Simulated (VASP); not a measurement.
Write the native input for VASP 6.6.1 that does the following.

```
Task                   : single point
Functional             : r2SCAN
Potentials or basis    : VASP PAW PBE potentials, release 64 (B, P)
Cutoff                 : 550 eV
k mesh                 : 8 × 8 × 8
Occupations            : fermi-dirac, width 0.02 eV
Spin                   : no spin polarisation
Dipole correction      : no
Further INCAR settings : ALGO = Normal; EDIFF = 1e-06; NBANDS = 11
```

The system is BP.

```
B P
1.0
     0.00000    2.15542    2.15542
     2.15542    0.00000    2.15542
     2.15542    2.15542    0.00000
B P
1 1
Direct
  0.00000 0.00000 0.00000
  0.50000 0.50000 0.50000
```

These files were run (other wordings do the same):

POSCAR

```
BP
1.0
    0.0000000000      2.1554244777      2.1554244777
    2.1554244777      0.0000000000      2.1554244777
    2.1554244777      2.1554244777      0.0000000000
B P
1 1
Direct
    0.0000000000      0.0000000000      0.0000000000
    0.5000000000      0.5000000000      0.5000000000
```

INCAR.step1

```
SYSTEM = BP
PREC     = Accurate       ! precision mode
ENCUT    = 550            ! plane-wave cutoff, eV
ISMEAR   = -1             ! smearing method
SIGMA    = 0.02           ! smearing width, eV
LREAL    = .False.        ! projectors in reciprocal space
LASPH    = .True.         ! aspherical terms in the spheres
NELM     = 120            ! most SCF steps
NBANDS   = 11             ! bands
GGA      = PE             ! functional
ALGO     = Normal         ! electronic algorithm
EDIFF    = 1E-5           ! SCF threshold, eV
LWAVE    = .True.         ! write WAVECAR
LCHARG   = .False.        ! write CHGCAR
GGA_COMPAT= .False.
```

INCAR.step2

```
SYSTEM = BP
PREC     = Accurate       ! precision mode
ENCUT    = 550            ! plane-wave cutoff, eV
EDIFF    = 1E-6           ! SCF threshold, eV
ISMEAR   = -1             ! smearing method
SIGMA    = 0.02           ! smearing width, eV
LREAL    = .False.        ! projectors in reciprocal space
LASPH    = .True.         ! aspherical terms in the spheres
NELM     = 120            ! most SCF steps
ALGO     = Normal         ! electronic algorithm
ISIF     = 2              ! what is computed and relaxed
LWAVE    = .False.        ! write WAVECAR
LCHARG   = .True.         ! write CHGCAR
METAGGA  = R2SCAN         ! meta-GGA
LMIXTAU  = .True.       
LELF     = .True.         ! ELF
LVHAR    = .True.       
NBANDS   = 11             ! bands
ISTART   = 1            
GGA_COMPAT= .False.
```

KPOINTS

```
regular mesh
0
Gamma
  8 8 8
  0 0 0
```

Potentials or basis: VASP PAW PBE potentials, release 64 (B, P).

Command:

```bash
$ cat potpaw_PBE.64/B/POTCAR potpaw_PBE.64/P/POTCAR > POTCAR
$ cp INCAR.step1 INCAR
$ mpirun -np 1 vasp_std > vasp.out
$ cp INCAR.step2 INCAR
$ mpirun -np 1 vasp_std > vasp.out
```

Results of the run:

The pressure is -0.8 GPa. The band gap on the k mesh is zero (band 4 reaches 11.22 eV, above the bottom of band 5 at 6.79 eV).

Caveat: the PAW data sets were made with another functional, which shifts forces and pressure a little.

Run time: 69 s on 1 thread of AMD EPYC 7R13, with other jobs on the host, peak memory 0.11 GiB.
